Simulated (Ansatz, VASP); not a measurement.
**Fe in VASP and in Ansatz**

Contents of INCAR:

```
SYSTEM = Fe
PREC = Accurate ; ENCUT = 520
EDIFF = 1E-6 ; ISMEAR = -1
SIGMA = 0.1 ; LREAL = .FALSE.
LASPH = .TRUE. ; NELM = 80
ALGO = Normal ; ISIF = 2
LWAVE = .FALSE. ; LCHARG = .TRUE.
GGA = PE ; LELF = .TRUE.
LVHAR = .TRUE. ; NBANDS = 19
```

The input KPOINTS:

```
Automatic mesh
0
G
  12 12 17
  0 0 0
```

The input POSCAR:

```
Fe
1.0
    3.9096777314      0.0000000000      0.0000000000
   -1.9548388657      3.3858802360      0.0000000000
    0.0000000000      0.0000000000      2.4570284543
Fe
3
Direct
    1.0000000000      0.0000000000      0.0000000000
    0.3333333333      0.6666666667      0.5000000000
    0.6666666667      0.3333333333      0.5000000000
```

Input for Ansatz:

```yaml
crystal:
  lattice:
    - [3.9096777314, 0.0, 0.0]
    - [-1.9548388657, 3.385880236, 0.0]
    - [0.0, 0.0, 2.4570284543]
  atoms:
    - { symbol: Fe, position: [1.0, 0.0, 0.0] }
    - { symbol: Fe, position: [0.3333333333, 0.6666666667, 0.5] }
    - { symbol: Fe, position: [0.6666666667, 0.3333333333, 0.5] }
hamiltonian:
  xc: pbe
  pseudopotentials:
    kind: paw
    azcp:
      Fe: "pseudopotentials/Fe.paw.azcp"
basis:
  ecutwfc: 420
  fft_grid_basis: typed
kpoints:
  mp_grid: { grid: [12, 12, 17], shift: [0, 0, 0] }
magnetization:
  spin_polarized: false
scf:
  occupations: { method: fermi_dirac, width: 0.1 }
output:
  stress: true
```

Alike in both runs: task single point; functional PBE; k mesh 12 × 12 × 17; occupations fermi-dirac, width 0.1 eV; no spin polarisation.

|  | VASP | Ansatz |
| --- | --- | --- |
| version | VASP 6.6.1 | Ansatz 0.2.0 |
| potentials or method | VASP PAW PBE potentials, release 64 (Fe), cutoff 520 eV | plane waves (420 eV) with PAW, scalar-relativistic |
| valence electrons in the cell | 24 | 48 |

|  | VASP | Ansatz | Ansatz less VASP |
| --- | --- | --- | --- |
| pressure (GPa) | -10.2 | -9.8 | +0.31 |
| traceless stress, the component that is largest in VASP (GPa) | 0.50 | 0.42 | -0.076 |

VASP's potentials hold 24 valence electrons a cell and Ansatz's 48, so a difference there can come from the potentials and not from the codes.
